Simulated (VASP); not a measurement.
A run of VASP 6.6.1:

The input POSCAR:

```
ZnS
1.0
    3.8067217559      0.0000000000      0.0000000000
   -1.9033608780      3.2967177458      0.0000000000
    0.0000000000      0.0000000000      6.2457352649
Zn S
2 2
Direct
    0.3333333333      0.6666666667      0.0053880709
    0.6666666667      0.3333333333      0.5053880709
    0.3333333333      0.6666666667      0.3796119291
    0.6666666667      0.3333333333      0.8796119291
```

INCAR.step1

```
PREC = Accurate
ENCUT = 520
ISMEAR = 0
SIGMA = 0.02
LREAL = F
LASPH = T
NELM = 100
NBANDS = 26
GGA = PE
ALGO = Normal
EDIFF = 1E-4
LWAVE = T
LCHARG = F
```

File INCAR.step2:

```
PREC = Accurate
ENCUT = 520
EDIFF = 1E-7
ISMEAR = 0
SIGMA = 0.02
LREAL = F
LASPH = T
NELM = 100
ALGO = Normal
ISIF = 2
LWAVE = F
LCHARG = F
METAGGA = R2SCAN
LMIXTAU = T
NBANDS = 26
ISTART = 1
```

The input KPOINTS:

```
Automatic mesh
0
Gamma
  6 6 4
```

Potentials or basis: VASP PAW PBE potentials, release 64 (Zn, S).

Command:

```sh
$ cat potpaw_PBE.64/Zn/POTCAR potpaw_PBE.64/S/POTCAR > POTCAR
$ cp INCAR.step1 INCAR
$ mpirun -np 1 vasp_std > vasp.out
$ cp INCAR.step2 INCAR
$ mpirun -np 1 vasp_std > vasp.out
```

Hardware: 1 thread of Intel Xeon 8259CL, on a shared host.

Estimate the wall time of this run.

Run time: 2.4 min on 1 thread of Intel Xeon 8259CL, on a shared host, peak memory 0.21 GiB. Counts: k points 21.
